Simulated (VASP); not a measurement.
# C (P2_1/m) in VASP: single point with PBE

Aim: the single point of C with PBE.

All numbers are computed with VASP 6.6.1; they aren't measurements. Logs are shortened: lines on timing, memory, paths and dates and some standing lists are left out, and cuts for length are marked.

## (1) The cell of the first run

The structure is monoclinic, space group P2_1/m (No. 11). Conventional cell: a = 2.467 Å, b = 8.565 Å, c = 2.467 Å, α = 90.00°, β = 120.00°, γ = 90.00°. Within 1.9 Å of C (site symmetry m) lie 3 C at 1.42 Å. Within 1.9 Å of C (site symmetry m) lie 3 C at 1.42 Å.

## (2) Single point, PBE

Contents of INCAR:

```
SYSTEM = C
  PREC = Accurate
  ENCUT = 520
  EDIFF = 1E-6
  ISMEAR = 0
  SIGMA = 0.15
  LREAL = .False.
  LASPH = .True.
  NELM = 80
  ALGO = Normal
  ISIF = 2
  LWAVE = .False.
  LCHARG = .False.
  GGA = PE
  NBANDS = 16
```

Contents of KPOINTS:

```
Automatic mesh
0
Gamma
  18 18 6
  0 0 0
```

Contents of POSCAR:

```
C
1.0
    2.4665231295      0.0000000000      0.0000000000
   -1.2332615647      2.1360716891      0.0000000000
    0.0000000000      0.0000000000      8.5653080463
C
4
Direct
   -0.0731669617      0.1998958569      0.0025000000
    0.0731669617     -0.1998958569      0.5025000000
    0.2601649803      0.8665663246      0.0025000000
    0.7398350197      0.1334336754      0.5025000000
```

Potentials or basis: VASP PAW PBE potentials, release 64 (C).

Command:

```bash
$ cat potpaw_PBE.64/C/POTCAR > POTCAR
$ mpirun -np 1 vasp_std > vasp.out
```

OUTCAR:

```text
SYSTEM = C
   PREC = Accurate
   ENCUT = 520
   EDIFF = 1E-6
   ISMEAR = 0
   LREAL = .False.
   LASPH = .True.
   NELM = 80
   ISIF = 2
   GGA = PE

 ion  position               nearest neighbor table
   1  0.927  0.200  0.002-   3 1.42   3 1.42   3 1.42
   2  0.073  0.800  0.502-   4 1.42   4 1.42   4 1.42
   3  0.260  0.867  0.002-   1 1.42   1 1.42   1 1.42
   4  0.740  0.133  0.502-   2 1.42   2 1.42   2 1.42

  LATTYP: Found a hexagonal cell.
 ALAT       =     2.4665231295
 C/A-ratio  =     3.4726242555

  Lattice vectors:

 A1 = (   2.4665231295,   0.0000000000,   0.0000000000)
 A2 = (  -1.2332615647,   2.1360716891,   0.0000000000)
 A3 = (   0.0000000000,   0.0000000000,   8.5653080463)

Analysis of symmetry for initial positions (statically):
=====================================================================
 Subroutine PRICEL returns:
 Original cell was already a primitive cell.

 Routine SETGRP: Setting up the symmetry group for a
 hexagonal supercell.

 Subroutine GETGRP returns: Found  4 space group operations
 (whereof  1 operations were pure point group operations)
 out of a pool of 24 trial point group operations.

The static configuration has the point symmetry C_1 .
 The point group associated with its full space group is C_2h.

Analysis of symmetry for dynamics (positions and initial velocities):
=====================================================================
 Subroutine PRICEL returns:
 Original cell was already a primitive cell.

 Routine SETGRP: Setting up the symmetry group for a
 hexagonal supercell.

 Subroutine GETGRP returns: Found  4 space group operations
 (whereof  1 operations were pure point group operations)
 out of a pool of 24 trial point group operations.

The dynamic configuration has the point symmetry C_1 .
 The point group associated with its full space group is C_2h.

 Subroutine INISYM returns: Found  4 space group operations
 (whereof  1 operations are pure point group operations),
 and found     1 'primitive' translations

----------------------------------------------------------------------------------------

                                     Primitive cell

  volume of cell :      45.1278

[... 85 lines left out ...]
   ICHARG =      2    charge: 1-file 2-atom 10-const
   ISPIN  =      1    spin polarized calculation?
   LNONCOLLINEAR =      F non collinear calculations
   LSORBIT =      F    spin-orbit coupling
   LASPH  =      T    aspherical Exc in radial PAW
   ENCUT  =  520.0 eV  38.22 Ry    6.18 a.u.   4.59  4.59 15.93*2*pi/ulx,y,z
   NELM   =     80;   NELMIN=  2; NELMDL= -5     # of ELM steps
   EDIFF  = 0.1E-05   stopping-criterion for ELM
   LREAL  =      F    real-space projection
   EDIFFG = 0.1E-04   stopping-criterion for IOM
   NSW    =      0    number of steps for IOM
   IBRION =     -1    ionic relax: 0-MD 1-quasi-New 2-CG
   NFREE  =      0    steps in history (QN), initial steepest desc. (CG)
   ISIF   =      2    stress and relaxation
   ISYM   =      2    0-nonsym 1-usesym 2-fastsym
   POTIM  = 0.5000    time-step for ionic-motion
   TEBEG  =    0.0;   TEEND  =   0.0 temperature during run
   PSTRESS=    0.0 pullay stress
   NELECT =      16.0000    total number of electrons
   NUPDOWN=      -1.0000    fix difference up-down
   EMIN   =  10.00;   EMAX   =-10.00  energy-range for DOS
   EFERMI =   0.00;   METHOD = LEGACY
   ISMEAR =     0;   SIGMA  =   0.15  broadening in eV -4-tet -1-fermi 0-gaus
   EFERMI_NEDOS =   21; number of points for ismear=-14 and -15
   IALGO  =     38    algorithm
   IMIX   =      4    mixing-type and parameters
     AMIX     =   0.40;   BMIX     =  1.00
     AMIX_MAG =   1.60;   BMIX_MAG =  1.00
  volume/ion in A,a.u.               =      11.28        76.13
  Fermi-wavevector in a.u.,A,eV,Ry     =   1.158689  2.189604 18.266635  1.342560
  Thomas-Fermi vector in A             =   2.295289
   LORBIT       =      0    0 simple, 1 ext, 2 COOP (PROOUT), +10 PAW based schemes
   GGA     = PE    functional components
   LHFCALC =     F    Hartree Fock is set to
   AEXX    =    0.0000 exact exchange contribution
   IVDW    =     0    specifies the selected vdW correction
   LEPSILON=     F    determine dielectric tensor
   LRPA    =     F    only Hartree local field effects (RPA)
 non-spin polarized calculation
 Gauss-broadening in eV      SIGMA  =   0.15
  energy-cutoff  :      520.00
  volume of cell :       45.13
 maximum number of plane-waves:      1243
   NGX =  9   NGY =  9   NGZ = 31

 number of electron      16.0000000 magnetization

 Free energy of the ion-electron system (eV)
  ---------------------------------------------------
  ext. energy  EPLUGINS =         0.00000000
  ---------------------------------------------------
  free energy    TOTEN  =       -36.90389494 eV

  energy without entropy =      -36.90233908  energy(sigma->0) =      -36.90311701

 E-fermi :   2.7626     XC(G=0):  -8.6915

 val. band max:        2.7617121884   @ k =   0.3333   0.3333   0.5000
 cond. band min:       2.8185155574   @ k =   0.3333   0.3333   0.3333
 fundamental gap:      0.0568033691
 Fermi energy:         2.7625795903

 k-point     1 :       0.0000    0.0000    0.0000
  band No.  band energies     occupation
      1     -16.7696      2.00000
      2     -16.7354      2.00000
      3      -5.0781      2.00000
      4      -4.6094      2.00000
      5      -0.2822      2.00000
      6      -0.2818      2.00000
[... 433 lines left out ...]
      3      -9.6174      2.00000
      4      -9.6002      2.00000
      5      -3.5845      2.00000
      6      -3.5825      2.00000
[... 8 lines left out ...]
     15      15.0987      0.00000
     16      17.2912      0.00000

 [... further k-points ...]
[... 5 lines left out ...]
  --------------------------------------------------------------------------------------
  -------------------------------------------------------------------------------------
  Total        0.1520363      0.1509101      0.0113219      0.0001832      0.0000000      0.0000000
  in kB        5.3977643      5.3577789      0.4019630      0.0065047      0.0000000      0.0000000
  external PRESSURE =       3.7191688 kB  Pullay stress =       0.0000000 kB

 VOLUME and BASIS-vectors are now :
 -----------------------------------------------------------------------------
  energy-cutoff  :      520.00
  volume of cell :       45.13
      direct lattice vectors                 reciprocal lattice vectors
     2.466523130  0.000000000  0.000000000     0.405428998  0.234074541  0.000000000
    -1.233261565  2.136071689  0.000000000     0.000000000  0.468149082  0.000000000
     0.000000000  0.000000000  8.565308046     0.000000000  0.000000000  0.116750033

 POSITION                                       TOTAL-FORCE (eV/Angst)
 -----------------------------------------------------------------------------------
      2.03953      0.42699      0.02141         0.000392      0.000713      0.000000
     -0.80627      1.70908      4.30407        -0.000392     -0.000713      0.000000
     -0.42700      1.85105      0.02141         0.001333     -0.000002      0.000000
      1.66026      0.28502      4.30407        -0.001333      0.000002      0.000000
 -----------------------------------------------------------------------------------
    total drift:                               -0.000000     -0.000000     -0.000013

  FREE ENERGIE OF THE ION-ELECTRON SYSTEM (eV)
  ---------------------------------------------------
  free  energy   TOTEN  =       -36.9038949352 eV

  energy  without entropy=      -36.9023390826  energy(sigma->0) =      -36.90311701
```

OSZICAR:

```text
N       E                     dE             d eps       ncg     rms          rms(c)
DAV:   1     0.346286636673E+02    0.34629E+02   -0.72678E+03 21008   0.880E+02
DAV:   2    -0.362828441208E+02   -0.70912E+02   -0.64681E+02 28488   0.183E+02
DAV:   3    -0.393659527668E+02   -0.30831E+01   -0.30630E+01 29304   0.358E+01
DAV:   4    -0.393992396650E+02   -0.33287E-01   -0.33275E-01 25952   0.450E+00
DAV:   5    -0.393998623569E+02   -0.62269E-03   -0.62264E-03 28584   0.587E-01    0.892E+00
DAV:   6    -0.375388387318E+02    0.18610E+01   -0.13664E+00 25216   0.690E+00    0.523E+00
DAV:   7    -0.368904370543E+02    0.64840E+00   -0.17381E+00 26680   0.786E+00    0.142E+00
DAV:   8    -0.369040748394E+02   -0.13638E-01   -0.68907E-02 25512   0.151E+00    0.192E-01
DAV:   9    -0.369035678406E+02    0.50700E-03   -0.11504E-03 27872   0.230E-01    0.108E-01
DAV:  10    -0.369038882292E+02   -0.32039E-03   -0.99255E-04 24240   0.191E-01    0.609E-02
DAV:  11    -0.369038920542E+02   -0.38250E-05   -0.21644E-05 27616   0.301E-02    0.104E-02
DAV:  12    -0.369038949011E+02   -0.28469E-05   -0.23915E-06 24736   0.136E-02    0.199E-03
DAV:  13    -0.369038949352E+02   -0.34063E-07   -0.23906E-07 22416   0.326E-03
   1 F= -.36903895E+02 E0= -.36903117E+02  d E =-.155585E-02
```

stdout:

```text
POSCAR found type information on POSCAR C
 POSCAR found :  1 types and       4 ions
 scaLAPACK will be used
 LDA part: xc-table for (Slater+PW92), standard interpolation
 POSCAR, INCAR and KPOINTS ok, starting setup
 FFT: planning ... GRIDC
 FFT: planning ... GRID_SOFT
 FFT: planning ... GRID
 WAVECAR not read
 entering main loop
```

Run time: 8.5 min. Hardware: 1 thread of Intel Xeon 8259CL, shared host; peak memory 0.42 GiB.

What came out:

```yaml
Free_energy: -36.9039 eV
Pressure: 0.4 GPa
Band_gap_on_the_k_mesh: zero (filled and empty bands touch)
```

Stress tensor (GPa, compression positive):
```
0.54 0.00 0.00
0.00 0.54 0.00
0.00 0.00 0.04
```

Caveat: this functional lacks dispersion, which binds the layers, so the pressure and a relaxed spacing across them are unreliable.
